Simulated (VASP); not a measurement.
The system is Fe.

```
Fe
1.0
     2.34700    0.00000    0.00000
    -1.17350    2.03256    0.00000
     0.00000    0.00000    3.79700
Fe
2
Direct
  0.33333 0.66667 0.25000
  0.66667 0.33333 0.75000
```

This isn't the form of Fe at room conditions, which is bcc.

Base run:

- Program: VASP 6.6.1
- Functional: PBEsol
- Potentials or basis: VASP PAW PBE potentials, release 64 (Fe)
- Cutoff: 520 eV
- k mesh: 14 × 14 × 8
- Occupations: fermi-dirac, width 0.1 eV
- Spin: collinear spin, ferromagnetic start
- Starting moments: [1.0, 1.0] μB
- Fixed moment: 2 μB

Its results: pressure 42.5 GPa; site moments Fe +0.97 μB.

After a change of settings the same cell gave: pressure 32.5 GPa; site moments Fe +0.34 μB. Which change was it?
A. fixed moment from 2 μB to 0.4 μB; moments at the start from [1.0, 1.0] to [0.2, 0.2]
B. fixed moment from 2 μB to 0.7 μB; moments at the start from [1.0, 1.0] to [0.35, 0.35]
C. fixed moment from 2 μB to 1 μB; moments at the start from [1.0, 1.0] to [0.5, 0.5]

B.

Caveats: the cell stands under pressure; the PAW data sets were made with another functional, which shifts forces and pressure a little; the total moment is fixed, so each spin has its own Fermi level.
